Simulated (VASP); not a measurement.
# Si2Ni (I4/mmm) in VASP: notebook

Runs on Si2Ni. Level: PBEsol. Tasks: single point.

Everything below comes from runs of VASP 6.6.1. Logs are shortened: lines on timing, memory, paths and dates and some standing lists are left out, and cuts for length are marked.

## (1) The cell of the first run

It takes space group I4/mmm (No. 139, tetragonal). Conventional cell: a = 3.812 Å, b = 3.812 Å, c = 4.960 Å, α = 90.00°, β = 90.00°, γ = 90.00°. Within 3.0 Å of Si (site symmetry -4m2) lie 4 Ni at 2.27 Å and 6 Si at 2.48 to 2.70 Å. Within 3.0 Å of Ni (site symmetry 4/mmm) lie 8 Si at 2.27 Å.

## (2) Single point, PBEsol (strain +0.000 along x and y, -0.080 along z)

File INCAR:

```
SYSTEM = Si2Ni
PREC = Accurate ; ENCUT = 520
EDIFF = 1E-7 ; ISMEAR = 0
SIGMA = 0.15 ; LREAL = .False.
LASPH = .True. ; NELM = 80
ALGO = Normal ; ISIF = 2
LWAVE = .False. ; LCHARG = .False.
GGA = PS ; NBANDS = 16
```

File KPOINTS:

```
regular mesh
0
Gamma
  16 16 16
  0 0 0
```

File POSCAR:

```
Si2Ni
1.0
    0.0000000000      2.6957048444      2.4800484568
    2.6957048444      0.0000000000      2.4800484568
    2.6957048444      2.6957048444      0.0000000000
Si Ni
2 1
Direct
    0.2500000000      0.2500000000      0.2500000000
    0.7500000000      0.7500000000      0.7500000000
    0.0000000000      0.0000000000      0.0000000000
```

Potentials or basis: VASP PAW PBE potentials, release 64 (Si, Ni).

Launch:

```sh
$ cat potpaw_PBE.64/Si/POTCAR potpaw_PBE.64/Ni/POTCAR > POTCAR
$ mpirun -np 1 vasp_std > vasp.out
```

OUTCAR:

```text
SYSTEM = Si2Ni
   PREC = Accurate
   ENCUT = 520
   EDIFF = 1E-7
   ISMEAR = 0
   LREAL = .False.
   LASPH = .True.
   NELM = 80
   ISIF = 2
   GGA = PS

 ion  position               nearest neighbor table
   1  0.250  0.250  0.250-   3 2.27   3 2.27   3 2.27   3 2.27   2 2.48   2 2.48   2 2.70   2 2.70
                             2 2.70   2 2.70
   2  0.750  0.750  0.750-   3 2.27   3 2.27   3 2.27   3 2.27   1 2.48   1 2.48   1 2.70   1 2.70
                             1 2.70   1 2.70
   3  0.000  0.000  0.000-   2 2.27   2 2.27   2 2.27   1 2.27   2 2.27   1 2.27   1 2.27   1 2.27

  LATTYP: Found a body centered tetragonal cell.
 ALAT       =     3.8123023511
 C/A-ratio  =     1.3010764774

  Lattice vectors:

 A1 = (   0.0000000000,  -2.6957048444,  -2.4800484568)
 A2 = (   0.0000000000,   2.6957048444,  -2.4800484568)
 A3 = (   2.6957048444,   0.0000000000,   2.4800484568)

Analysis of symmetry for initial positions (statically):
=====================================================================
 Subroutine PRICEL returns:
 Original cell was already a primitive cell.

 Routine SETGRP: Setting up the symmetry group for a
 body centered tetragonal supercell.

 Subroutine GETGRP returns: Found 16 space group operations
 (whereof 16 operations were pure point group operations)
 out of a pool of 16 trial point group operations.

The static configuration has the point symmetry D_4h.

Analysis of symmetry for dynamics (positions and initial velocities):
=====================================================================
 Subroutine PRICEL returns:
 Original cell was already a primitive cell.

 Routine SETGRP: Setting up the symmetry group for a
 body centered tetragonal supercell.

 Subroutine GETGRP returns: Found 16 space group operations
 (whereof 16 operations were pure point group operations)
 out of a pool of 16 trial point group operations.

The dynamic configuration has the point symmetry D_4h.

 Subroutine INISYM returns: Found 16 space group operations
 (whereof 16 operations are pure point group operations),
 and found     1 'primitive' translations

----------------------------------------------------------------------------------------

                                     Primitive cell

  volume of cell :      36.0442

  direct lattice vectors                    reciprocal lattice vectors
     0.000000000  2.695704844  2.480048457    -0.185480247  0.185480247  0.201608964
[... 83 lines left out ...]
   LNONCOLLINEAR =      F non collinear calculations
   LSORBIT =      F    spin-orbit coupling
   LASPH  =      T    aspherical Exc in radial PAW
   ENCUT  =  520.0 eV  38.22 Ry    6.18 a.u.   6.81  6.81  7.09*2*pi/ulx,y,z
   NELM   =     80;   NELMIN=  2; NELMDL= -5     # of ELM steps
   EDIFF  = 0.1E-06   stopping-criterion for ELM
   LREAL  =      F    real-space projection
   EDIFFG = 0.1E-05   stopping-criterion for IOM
   NSW    =      0    number of steps for IOM
   IBRION =     -1    ionic relax: 0-MD 1-quasi-New 2-CG
   NFREE  =      0    steps in history (QN), initial steepest desc. (CG)
   ISIF   =      2    stress and relaxation
   ISYM   =      2    0-nonsym 1-usesym 2-fastsym
   POTIM  = 0.5000    time-step for ionic-motion
   TEBEG  =    0.0;   TEEND  =   0.0 temperature during run
   PSTRESS=    0.0 pullay stress
   NELECT =      18.0000    total number of electrons
   NUPDOWN=      -1.0000    fix difference up-down
   EMIN   =  10.00;   EMAX   =-10.00  energy-range for DOS
   EFERMI =   0.00;   METHOD = LEGACY
   ISMEAR =     0;   SIGMA  =   0.15  broadening in eV -4-tet -1-fermi 0-gaus
   EFERMI_NEDOS =   21; number of points for ismear=-14 and -15
   IALGO  =     38    algorithm
   IMIX   =      4    mixing-type and parameters
     AMIX     =   0.40;   BMIX     =  1.00
     AMIX_MAG =   1.60;   BMIX_MAG =  1.00
  volume/ion in A,a.u.               =      12.01        81.08
  Fermi-wavevector in a.u.,A,eV,Ry     =   1.298835  2.454443 22.952660  1.686973
  Thomas-Fermi vector in A             =   2.430138
   LORBIT       =      0    0 simple, 1 ext, 2 COOP (PROOUT), +10 PAW based schemes
   GGA     = PS    functional components
   LHFCALC =     F    Hartree Fock is set to
   AEXX    =    0.0000 exact exchange contribution
   IVDW    =     0    specifies the selected vdW correction
   LEPSILON=     F    determine dielectric tensor
   LRPA    =     F    only Hartree local field effects (RPA)
 non-spin polarized calculation
 Gauss-broadening in eV      SIGMA  =   0.15
  energy-cutoff  :      520.00
  volume of cell :       36.04
 maximum number of plane-waves:       988
   NGX = 13   NGY = 13   NGZ = 15

 number of electron      18.0000010 magnetization

 Free energy of the ion-electron system (eV)
  ---------------------------------------------------
  ext. energy  EPLUGINS =         0.00000000
  ---------------------------------------------------
  free energy    TOTEN  =       -18.80892627 eV

  energy without entropy =      -18.80091652  energy(sigma->0) =      -18.80492139

 E-fermi :  11.7877     XC(G=0): -12.1251

 val. band max:       11.7841873854   @ k =  -0.4375   0.3125   0.0625
 cond. band min:      11.7942715063   @ k =   0.2500   0.0625   0.0000
 fundamental gap:      0.0100841209
 Fermi energy:        11.7877139443

 k-point     1 :       0.0000    0.0000    0.0000
  band No.  band energies     occupation
      1      -3.0159      2.00000
      2       5.7484      2.00000
      3       6.0367      2.00000
      4       6.0367      2.00000
      5       7.5751      2.00000
      6       7.8355      2.00000
[... 433 lines left out ...]
      3       5.8351      2.00000
      4       6.1023      2.00000
      5       7.5063      2.00000
      6       7.8206      2.00000
[... 8 lines left out ...]
     15      16.1850      0.00000
     16      19.1170      0.00000

 [... further k-points ...]
[... 5 lines left out ...]
  --------------------------------------------------------------------------------------
  -------------------------------------------------------------------------------------
  Total        3.1309046      3.1309046      4.4636916      0.0000000      0.0000000      0.0000000
  in kB      139.1699856    139.1699856    198.4129068      0.0000000      0.0000000      0.0000000
  external PRESSURE =     158.9176260 kB  Pullay stress =       0.0000000 kB

 VOLUME and BASIS-vectors are now :
 -----------------------------------------------------------------------------
  energy-cutoff  :      520.00
  volume of cell :       36.04
      direct lattice vectors                 reciprocal lattice vectors
     0.000000000  2.695704844  2.480048457    -0.185480247  0.185480247  0.201608964
     2.695704844  0.000000000  2.480048457     0.185480247 -0.185480247  0.201608964
     2.695704844  2.695704844  0.000000000     0.185480247  0.185480247 -0.201608964

 POSITION                                       TOTAL-FORCE (eV/Angst)
 -----------------------------------------------------------------------------------
      1.34785      1.34785      1.24002         0.000000      0.000000      0.000000
      4.04356      4.04356      3.72007        -0.000000     -0.000000     -0.000000
      0.00000      0.00000      0.00000         0.000000      0.000000     -0.000000
 -----------------------------------------------------------------------------------
    total drift:                               -0.000000     -0.000000      0.000000

  FREE ENERGIE OF THE ION-ELECTRON SYSTEM (eV)
  ---------------------------------------------------
  free  energy   TOTEN  =       -18.8089262659 eV

  energy  without entropy=      -18.8009165171  energy(sigma->0) =      -18.80492139
```

OSZICAR:

```text
N       E                     dE             d eps       ncg     rms          rms(c)
DAV:   1     0.651443050411E+02    0.65144E+02   -0.79067E+03 11288   0.118E+03
DAV:   2    -0.177869990886E+02   -0.82931E+02   -0.75948E+02 12520   0.221E+02
DAV:   3    -0.211402889697E+02   -0.33533E+01   -0.33051E+01 14528   0.483E+01
DAV:   4    -0.211896825142E+02   -0.49394E-01   -0.49370E-01 13336   0.560E+00
DAV:   5    -0.211909078749E+02   -0.12254E-02   -0.12253E-02 14712   0.920E-01    0.182E+01
DAV:   6    -0.253250730756E+02   -0.41342E+01   -0.42133E+01 11912   0.155E+02    0.240E+01
DAV:   7    -0.189165518656E+02    0.64085E+01   -0.12759E+01 13976   0.967E+01    0.381E+00
DAV:   8    -0.188687856358E+02    0.47766E-01   -0.15081E+00 16104   0.184E+01    0.284E+00
DAV:   9    -0.188105405255E+02    0.58245E-01   -0.23290E-01 13656   0.954E+00    0.618E-01
DAV:  10    -0.188090232575E+02    0.15173E-02   -0.88350E-03 16176   0.175E+00    0.279E-01
DAV:  11    -0.188089182455E+02    0.10501E-03   -0.69784E-04 17552   0.258E-01    0.509E-02
DAV:  12    -0.188089295111E+02   -0.11266E-04   -0.31267E-05 14616   0.840E-02    0.186E-02
DAV:  13    -0.188089263230E+02    0.31880E-05   -0.71003E-06 15128   0.678E-02    0.447E-03
DAV:  14    -0.188089262659E+02    0.57155E-07   -0.78447E-07 14512   0.764E-03
   1 F= -.18808926E+02 E0= -.18804921E+02  d E =-.800975E-02
```

It took 1.8 min on 1 thread of Intel Xeon Platinum 8488C (Sapphire Rapids), shared host; peak memory 0.31 GiB.

What came out:

* Free energy: -18.8089 eV
* Pressure: 15.9 GPa
* Band gap on the k mesh: zero (bands 9 and 10 overlap by 2.52 eV)

Stress tensor (GPa, compression positive):
```
13.92  0.00  0.00
 0.00 13.92  0.00
 0.00  0.00 19.84
```

Levels at points of the mesh, in eV from the Fermi level:
| k point | band 6 | band 7 | band 8 | band 9 | band 10 | band 11 | band 12 | band 13 |
| --- | --- | --- | --- | --- | --- | --- | --- | --- |
| (0.00, 0.00, 0.00) | -3.95 | 0.51 | 1.08 | 1.77 | 1.77 | 2.20 | 2.20 | 2.62 |
| (0.50, 0.00, 0.00) | -3.84 | -3.82 | -2.05 | -1.50 | 1.62 | 1.66 | 2.07 | 3.51 |
| (0.50, 0.50, 0.00) | -4.10 | -4.10 | -3.78 | -3.62 | -0.75 | 0.78 | 7.85 | 8.82 |
| (0.50, 0.00, 0.50) | -4.32 | -4.11 | -4.03 | -3.53 | -0.08 | 1.31 | 7.43 | 7.77 |

Caveat: the cell differs from its parent crystal (strain +0.000 along x and y, -0.080 along z); the cell stands under pressure; the PAW data sets were made with another functional, which shifts forces and pressure a little.

## (3) Single point, PBEsol (strain +0.000 along x and y, -0.040 along z)

File INCAR:

```
ALGO = Normal ; EDIFF = 1E-6
ENCUT = 520 ; GGA = PS
ISIF = 2 ; ISMEAR = 0
LASPH = T ; LCHARG = T
LELF = T ; LREAL = F
LVHAR = T ; LWAVE = F
NBANDS = 16 ; NELM = 100
PREC = Accurate ; SIGMA = 0.15
```

File KPOINTS:

```
k-points
0
Gamma
  16 16 16
```

File POSCAR:

```
Si2Ni
1.0
    0.0000000000      2.6957048444      2.5878766506
    2.6957048444      0.0000000000      2.5878766506
    2.6957048444      2.6957048444      0.0000000000
Si Ni
2 1
Direct
    0.2500000000      0.2500000000      0.2500000000
    0.7500000000      0.7500000000      0.7500000000
    0.0000000000      0.0000000000      0.0000000000
```

Potentials or basis: VASP PAW PBE potentials, release 64 (Si, Ni).

Launch:

```sh
$ cat potpaw_PBE.64/Si/POTCAR potpaw_PBE.64/Ni/POTCAR > POTCAR
$ mpirun -np 1 vasp_std > vasp.out
```

Wall time 1.8 min (1 thread of Intel Xeon Platinum 8488C (Sapphire Rapids), shared host); peak memory 0.32 GiB.

It converged, with:

```
Free energy            : -18.9453 eV
Pressure               : 7.0 GPa
Band gap on the k mesh : zero (bands 9 and 10 overlap by 2.51 eV)
```

Stress tensor (GPa, compression positive):
```
6.21 0.00 0.00
0.00 6.21 0.00
0.00 0.00 8.54
```

Levels at points of the mesh, in eV from the Fermi level:
| k point | band 7 | band 8 | band 9 | band 10 | band 11 | band 12 |
| --- | --- | --- | --- | --- | --- | --- |
| (0.00, 0.00, 0.00) | 0.11 | 1.39 | 1.93 | 1.93 | 1.99 | 1.99 |
| (0.50, 0.00, 0.00) | -3.61 | -1.76 | -1.47 | 1.73 | 1.76 | 1.84 |
| (0.50, 0.50, 0.00) | -3.90 | -3.66 | -3.40 | -0.58 | 1.05 | 7.77 |
| (0.50, 0.00, 0.50) | -3.86 | -3.80 | -3.37 | -0.28 | 1.30 | 7.63 |

Caveat: the cell differs from its parent crystal (strain +0.000 along x and y, -0.040 along z); the cell stands under pressure; the PAW data sets were made with another functional, which shifts forces and pressure a little. Spin polarisation is off, so any magnetic state and its effect on volume and gap are missing.
